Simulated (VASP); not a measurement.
# HfB (I4mm) in VASP: notebook, part 3 of 3

VASP 6.6.1. Earlier steps stand in the parts before.

**5. Single point, PBE**

INCAR reads:

```
SYSTEM = HfB
PREC     = Accurate       ! precision mode
ENCUT    = 520            ! plane-wave cutoff, eV
EDIFF    = 1E-6           ! SCF threshold, eV
ISMEAR   = 0              ! smearing method
SIGMA    = 0.15           ! smearing width, eV
LREAL    = .FALSE.        ! projectors in reciprocal space
LASPH    = .TRUE.         ! aspherical terms in the spheres
NELM     = 80             ! most SCF steps
ALGO     = Normal         ! electronic algorithm
ISIF     = 2              ! what is computed and relaxed
LWAVE    = .FALSE.        ! write WAVECAR
LCHARG   = .FALSE.        ! write CHGCAR
GGA      = PE             ! functional
NBANDS   = 14             ! bands
```

KPOINTS reads:

```
regular mesh
0
G
  18 18 18
  0 0 0
```

POSCAR reads:

```
HfB
1.0
    0.0000000000      2.3100000000      2.3100000000
    2.3100000000      0.0000000000      2.3100000000
    2.3100000000      2.3100000000      0.0000000000
Hf B
1 1
Direct
    0.5000000000      0.5000000000      0.5000000000
   -0.0270562771     -0.0270562771      0.0270562771
```

Potentials or basis: VASP PAW PBE potentials, release 64 (Hf_pv, B).

The run is started by

```sh
> cat potpaw_PBE.64/Hf_pv/POTCAR potpaw_PBE.64/B/POTCAR > POTCAR
> mpirun -np 1 vasp_std > vasp.out
```

OUTCAR:

```text
SYSTEM = HfB
   PREC = Accurate
   ENCUT = 520
   EDIFF = 1E-6
   ISMEAR = 0
   LREAL = .FALSE.
   LASPH = .TRUE.
   NELM = 80
   ISIF = 2
   GGA = PE

 ion  position               nearest neighbor table
   1  0.500  0.500  0.500-   2 2.18   2 2.31   2 2.31   2 2.31   2 2.31   2 2.44
   2  0.973  0.973  0.027-   1 2.18   1 2.31   1 2.31   1 2.31   1 2.31   1 2.44

  LATTYP: Found a face centered cubic cell.
 ALAT       =     4.6200000000

  Lattice vectors:

 A1 = (   0.0000000000,   2.3100000000,   2.3100000000)
 A2 = (   2.3100000000,   0.0000000000,   2.3100000000)
 A3 = (   2.3100000000,   2.3100000000,   0.0000000000)

Analysis of symmetry for initial positions (statically):
=====================================================================
 Subroutine PRICEL returns:
 Original cell was already a primitive cell.

 Routine SETGRP: Setting up the symmetry group for a
 face centered cubic supercell.

 Subroutine GETGRP returns: Found  8 space group operations
 (whereof  8 operations were pure point group operations)
 out of a pool of 48 trial point group operations.

The static configuration has the point symmetry C_4v.

Analysis of symmetry for dynamics (positions and initial velocities):
=====================================================================
 Subroutine PRICEL returns:
 Original cell was already a primitive cell.

 Routine SETGRP: Setting up the symmetry group for a
 face centered cubic supercell.

 Subroutine GETGRP returns: Found  8 space group operations
 (whereof  8 operations were pure point group operations)
 out of a pool of 48 trial point group operations.

The dynamic configuration has the point symmetry C_4v.

 Subroutine INISYM returns: Found  8 space group operations
 (whereof  8 operations are pure point group operations),
 and found     1 'primitive' translations

----------------------------------------------------------------------------------------

                                     Primitive cell

  volume of cell :      24.6528

  direct lattice vectors                    reciprocal lattice vectors
     0.000000000  2.310000000  2.310000000    -0.216450216  0.216450216  0.216450216
     2.310000000  0.000000000  2.310000000     0.216450216 -0.216450216  0.216450216
[... 123 lines left out ...]
 number of electron      13.0000002 magnetization

 Free energy of the ion-electron system (eV)
  ---------------------------------------------------
  ext. energy  EPLUGINS =         0.00000000
  ---------------------------------------------------
  free energy    TOTEN  =       -17.06484786 eV

  energy without entropy =      -17.05329239  energy(sigma->0) =      -17.05907012

 E-fermi :   5.1401     XC(G=0): -12.2976

 val. band max:        5.1359197340   @ k =   0.3889   0.1667  -0.4444
 cond. band min:       5.1435837603   @ k =  -0.1111   0.1667   0.0556
 fundamental gap:      0.0076640263
 Fermi energy:         5.1400554542

 k-point     1 :       0.0000    0.0000    0.0000
  band No.  band energies     occupation
      1     -23.1930      2.00000
      2     -23.1711      2.00000
      3     -23.1711      2.00000
      4      -4.4360      2.00000
      5       7.0341      0.00000
      6       7.0341      0.00000
      7       7.3398      0.00000
      8       8.2027      0.00000
      9       9.3636      0.00000
     10       9.4209      0.00000
     11       9.4209      0.00000
     12      10.3432      0.00000
     13      16.7662      0.00000
     14      18.0784      0.00000
[... 377 lines left out ...]
      1     -23.7972      2.00000
      2     -23.2648      2.00000
      3     -23.2448      2.00000
      4      -1.2082      2.00000
      5       2.3422      2.00000
      6       4.0411      2.00000
      7       4.3097      2.00000
      8      10.0208      0.00000
      9      10.9997      0.00000
     10      11.5027      0.00000
     11      16.0062      0.00000
     12      17.1194      0.00000
     13      18.4171      0.00000
     14      20.3059      0.00000

 [... further k-points ...]

------------------------ aborting loop because EDIFF is reached ----------------------------------------

  FORCE on cell =-STRESS in cart. coord.  units (eV):
  Direction    XX          YY          ZZ          XY          YZ          ZX
  --------------------------------------------------------------------------------------
  -------------------------------------------------------------------------------------
  Total        4.6253574      4.6253574      5.4370161      0.0000000     -0.0000000      0.0000000
  in kB      300.6006710    300.6006710    353.3501402      0.0000000     -0.0000000      0.0000000
  external PRESSURE =     318.1838274 kB  Pullay stress =       0.0000000 kB

 VOLUME and BASIS-vectors are now :
 -----------------------------------------------------------------------------
  energy-cutoff  :      520.00
  volume of cell :       24.65
      direct lattice vectors                 reciprocal lattice vectors
     0.000000000  2.310000000  2.310000000    -0.216450216  0.216450216  0.216450216
     2.310000000  0.000000000  2.310000000     0.216450216 -0.216450216  0.216450216
     2.310000000  2.310000000  0.000000000     0.216450216  0.216450216 -0.216450216

 POSITION                                       TOTAL-FORCE (eV/Angst)
 -----------------------------------------------------------------------------------
      2.31000      2.31000      2.31000         0.000000      0.000000     -1.513062
      2.31000      2.31000      4.49500         0.000000      0.000000      1.513062
 -----------------------------------------------------------------------------------
    total drift:                                0.000000      0.000000     -0.000071

  FREE ENERGIE OF THE ION-ELECTRON SYSTEM (eV)
  ---------------------------------------------------
  free  energy   TOTEN  =       -17.0648478630 eV

  energy  without entropy=      -17.0532923866  energy(sigma->0) =      -17.05907012
```

Wall time 2.2 min (1 thread of Intel Xeon 8259CL, shared host); peak memory 0.28 GiB.

What came out:

| Item | Value |
| --- | --- |
| Free energy | -17.0648 eV |
| Pressure | 31.8 GPa |
| Largest force | 1.513 eV/Å |
| Band gap on the k mesh | zero (an odd number of electrons rules out a gap without spin polarisation) |

Forces in eV/Å, atoms in the order of the input:
```
Hf   0.000  0.000 -1.513
B    0.000  0.000  1.513
```

Stress tensor (GPa, compression positive):
```
30.06  0.00  0.00
 0.00 30.06  0.00
 0.00  0.00 35.34
```

Levels at points of the mesh, in eV from the Fermi level:
| k point | band 5 | band 6 | band 7 | band 8 | band 9 | band 10 |
| --- | --- | --- | --- | --- | --- | --- |
| (0.00, 0.00, 0.00) | 1.89 | 1.89 | 2.20 | 3.06 | 4.22 | 4.28 |
| (0.50, 0.00, 0.00) | -4.05 | -1.37 | -1.35 | 6.47 | 6.53 | 7.57 |
| (0.50, 0.50, 0.00) | -1.11 | -0.88 | 2.36 | 2.36 | 6.26 | 7.88 |
| (0.00, 0.50, 0.50) | -1.28 | -0.92 | 2.31 | 2.57 | 6.33 | 7.88 |

Caveat: the cell differs from its parent crystal (all B atoms moved +0.125 Å, as atom 2 towards its neighbour atom 1 (Hf) at 2.310 Å); the cell stands under pressure; spin-orbit coupling is left out, which moves the levels of the heavy elements; forces of over 1 eV/Å act on the atoms, so gaps and moduli don't describe the material at rest.

**6. The runs side by side**

```tsv
cell	gap on the mesh (eV)	pressure (GPa)	largest force (eV/Å)
as given, atomic positions A	none	33.6	2.65
as given, atomic positions B	none	32.3	1.87
as given, atomic positions C	none	32.9	2.24
as given, atomic positions D	none	31.8	1.51
```

Alike in all rows: task single point; level PBE; potentials or basis VASP PAW PBE potentials, release 64 (Hf_pv, B); no spin polarisation; k mesh 18 × 18 × 18; cutoff (eV) 520; smearing gaussian 0.15 eV.

Caveats: the cell stands under pressure; spin-orbit coupling is left out, which moves the levels of the heavy elements; forces of over 1 eV/Å act on the atoms, so gaps and moduli don't describe the material at rest.

Absolute energies hang on the potentials; compare differences alone.
